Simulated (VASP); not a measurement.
# BAs (Fm-3m) in VASP: a series of runs, part 2 of 2

VASP 6.6.1. Earlier steps stand in the parts before.

### Step 4. Relaxation of cell and atoms, PBE

This run uses another cell than the first one, of 16.06 Å³/atom, 1.306 times its volume.

INCAR reads:

```
SYSTEM = BAs
  PREC = Accurate
  ENCUT = 600
  EDIFF = 1E-6
  ISMEAR = 0
  SIGMA = 0.1
  LREAL = .False.
  LASPH = .True.
  NELM = 100
  ALGO = Normal
  ISIF = 3
  LWAVE = .False.
  LCHARG = .False.
  GGA = PE
  IBRION = 2
  NSW = 90
  EDIFFG = -0.04
```

KPOINTS reads:

```
regular mesh
0
Gamma
  6 6 6
  0 0 0
```

POSCAR reads:

```
BAs
1.0
    0.0000000000      2.5230499400      2.5230499400
    2.5230499400      0.0000000000      2.5230499400
    2.5230499400      2.5230499400      0.0000000000
B As
1 1
Direct
    0.0000000000      0.0000000000      0.0000000000
    0.5000000000      0.5000000000      0.5000000000
```

Potentials or basis: VASP PAW PBE potentials, release 64 (B, As).

On the command line:

```console
> cat potpaw_PBE.64/B/POTCAR potpaw_PBE.64/As/POTCAR > POTCAR
> mpirun -np 1 vasp_std > vasp.out
```

OUTCAR:

```text
SYSTEM = BAs
   PREC = Accurate
   ENCUT = 600
   EDIFF = 1E-6
   ISMEAR = 0
   LREAL = .False.
   LASPH = .True.
   NELM = 100
   ISIF = 3
   GGA = PE
   IBRION = 2
   NSW = 90
   EDIFFG = -0.04

 ion  position               nearest neighbor table
   1  0.000  0.000  0.000-   2 2.52   2 2.52   2 2.52   2 2.52   2 2.52   2 2.52
   2  0.500  0.500  0.500-   1 2.52   1 2.52   1 2.52   1 2.52   1 2.52   1 2.52

  LATTYP: Found a face centered cubic cell.
 ALAT       =     5.0460998800

  Lattice vectors:

 A1 = (   0.0000000000,   2.5230499400,   2.5230499400)
 A2 = (   2.5230499400,   0.0000000000,   2.5230499400)
 A3 = (   2.5230499400,   2.5230499400,   0.0000000000)

Analysis of symmetry for initial positions (statically):
=====================================================================
 Subroutine PRICEL returns:
 Original cell was already a primitive cell.

 Routine SETGRP: Setting up the symmetry group for a
 face centered cubic supercell.

 Subroutine GETGRP returns: Found 48 space group operations
 (whereof 48 operations were pure point group operations)
 out of a pool of 48 trial point group operations.

The static configuration has the point symmetry O_h .

Analysis of symmetry for dynamics (positions and initial velocities):
=====================================================================
 Subroutine PRICEL returns:
 Original cell was already a primitive cell.

 Routine SETGRP: Setting up the symmetry group for a
 face centered cubic supercell.

 Subroutine GETGRP returns: Found 48 space group operations
 (whereof 48 operations were pure point group operations)
 out of a pool of 48 trial point group operations.

The dynamic configuration has the point symmetry O_h .

 Subroutine INISYM returns: Found 48 space group operations
 (whereof 48 operations are pure point group operations),
 and found     1 'primitive' translations

[... 92 lines left out ...]
   ISYM   =      2    0-nonsym 1-usesym 2-fastsym
   POTIM  = 0.5000    time-step for ionic-motion
   TEBEG  =    0.0;   TEEND  =   0.0 temperature during run
   PSTRESS=    0.0 pullay stress
   NELECT =       8.0000    total number of electrons
   NUPDOWN=      -1.0000    fix difference up-down
   EMIN   =  10.00;   EMAX   =-10.00  energy-range for DOS
   EFERMI =   0.00;   METHOD = LEGACY
   ISMEAR =     0;   SIGMA  =   0.10  broadening in eV -4-tet -1-fermi 0-gaus
   EFERMI_NEDOS =   21; number of points for ismear=-14 and -15
   IALGO  =     38    algorithm
   IMIX   =      4    mixing-type and parameters
     AMIX     =   0.40;   BMIX     =  1.00
     AMIX_MAG =   1.60;   BMIX_MAG =  1.00
  volume/ion in A,a.u.               =      16.06       108.39
  Fermi-wavevector in a.u.,A,eV,Ry     =   1.029996  1.946411 14.434316  1.060892
  Thomas-Fermi vector in A             =   2.164072
   LORBIT       =      0    0 simple, 1 ext, 2 COOP (PROOUT), +10 PAW based schemes
   GGA     = PE    functional components
   LHFCALC =     F    Hartree Fock is set to
   AEXX    =    0.0000 exact exchange contribution
   IVDW    =     0    specifies the selected vdW correction
   LEPSILON=     F    determine dielectric tensor
   LRPA    =     F    only Hartree local field effects (RPA)
 conjugate gradient relaxation of ions
 non-spin polarized calculation
 Gauss-broadening in eV      SIGMA  =   0.10
  energy-cutoff  :      600.00
  volume of cell :       32.12
 maximum number of plane-waves:      1090
 NGX is ok and might be reduce to    30
   NGX = 15   NGY = 15   NGZ = 15

--------------------------------------- Ionic step        1  -------------------------------------------

 number of electron       8.0000000 magnetization

 Free energy of the ion-electron system (eV)
  ---------------------------------------------------
  ext. energy  EPLUGINS =         0.00000000
  ---------------------------------------------------
  free energy    TOTEN  =        -9.00413225 eV

  energy without entropy =       -8.99257254  energy(sigma->0) =       -8.99835239

------------------------ aborting loop because EDIFF is reached ----------------------------------------

  FORCE on cell =-STRESS in cart. coord.  units (eV):
  Direction    XX          YY          ZZ          XY          YZ          ZX
  --------------------------------------------------------------------------------------
  -------------------------------------------------------------------------------------
  Total       -3.8281569     -3.8281569     -3.8281569      0.0000000      0.0000000      0.0000000
  in kB     -190.9381786   -190.9381786   -190.9381786      0.0000000      0.0000000      0.0000000
  external PRESSURE =    -190.9381786 kB  Pullay stress =       0.0000000 kB
[... 59 lines left out ...]
--------------------------------------- Ionic step        3  -------------------------------------------

 number of electron       8.0000000 magnetization

 Free energy of the ion-electron system (eV)
  ---------------------------------------------------
  ext. energy  EPLUGINS =         0.00000000
  ---------------------------------------------------
  free energy    TOTEN  =        -9.56688080 eV

  energy without entropy =       -9.55187965  energy(sigma->0) =       -9.55938022

 E-fermi :   7.2114     XC(G=0): -11.4041

 val. band max:        7.1984268970   @ k =   0.1667   0.0000   0.0000
 cond. band min:       7.2123631641   @ k =   0.0000   0.0000   0.0000
 fundamental gap:      0.0139362671
 Fermi energy:         7.2113965565

 k-point     1 :       0.0000    0.0000    0.0000
  band No.  band energies     occupation
      1      -8.6320      2.00000
      2       7.2124      0.98909
      3       7.2124      0.98909
      4       7.2124      0.98909
      5      10.6285      0.00000
      6      14.8718      0.00000
      7      14.8718      0.00000
      8      14.8718      0.00000
[... 192 lines left out ...]
  FREE ENERGIE OF THE ION-ELECTRON SYSTEM (eV)
  ---------------------------------------------------
  free  energy   TOTEN  =        -9.5668807990 eV

  energy  without entropy=       -9.5518796461  energy(sigma->0) =       -9.55938022

 reached required accuracy - stopping structural energy minimisation
```

CONTCAR:

```text
BAs
   1.00000000000000
     0.0000000000000000    2.3097672211025015    2.3097672211025015
     2.3097672211025015   -0.0000000000000000    2.3097672211025015
     2.3097672211025015    2.3097672211025015   -0.0000000000000000
  B               As
     1     1
Direct
     0.0000000000000000    0.0000000000000000    0.0000000000000000
     0.5000000000000000    0.5000000000000000    0.5000000000000000

  0.00000000E+00  0.00000000E+00  0.00000000E+00
  0.00000000E+00  0.00000000E+00  0.00000000E+00
```

Run time: 14 s. Hardware: 1 thread of Intel Xeon Platinum 8375C at 2.90GHz (Ice Lake), shared host; peak memory 0.17 GiB.

Results:

```yaml
Free_energy: -9.5669 eV
Relaxed_volume: 12.32 Å³/atom
Relaxed_cell: a = 3.267 Å, b = 3.267 Å, c = 3.267 Å, α = 60.00°, β = 60.00°, γ = 60.00°
Space_group_after_relaxing_to_0.05_Å: Fm-3m (No. 225)
Energy_gained_by_relaxing: 281.4 meV/atom
Ionic_steps: 3
Pressure_after_relaxing: 0.0 GPa
Band_gap_on_the_k_mesh: zero (band 4 reaches 8.71 eV, above the bottom of band 5 at 3.83 eV)
```

Step by step:
```csv
step,energy change (eV),largest force (eV/Å),pressure (GPa),volume (Å³)
1,0.0000,0.0000,-19.09,32.12
2,-0.5560,0.0000,3.58,24.02
3,-0.5627,0.0000,-0.04,24.65
```

Final structure:
```yaml
crystal:
  lattice:
    - [0.00000, 2.30977, 2.30977]
    - [2.30977, 0.00000, 2.30977]
    - [2.30977, 2.30977, 0.00000]
  atoms:
    - { symbol: B, position: [0.00000, 0.00000, 0.00000] }
    - { symbol: As, position: [0.50000, 0.50000, 0.50000] }
```

Caveat: the volume moved by over 15 % at a fixed basis, so the end points are rough.

### Step 5. The runs side by side

```csv
task,cell,cutoff (eV),gap on the mesh (eV),pressure (GPa)
single point,"a = 3.264 Å, angles 60.0°, 2 atoms",520,none,0.3
single point,"a = 3.568 Å, angles 60.0°, 2 atoms",520,none,-19.1
relaxation of cell and atoms,"relaxed from a = 3.568 Å, angles 60.0°, 2 atoms",600,none,0.0
```

Alike in all rows: level PBE; potentials or basis VASP PAW PBE potentials, release 64 (B, As); no spin polarisation; k mesh 6 × 6 × 6; smearing gaussian 0.1 eV.

Caveats: some runs use coarse meshes; the volume moved by over 15 % at a fixed basis, so the end points are rough (some runs).

Total energies depend on the potentials used, so only differences within one code and one set of settings carry meaning.
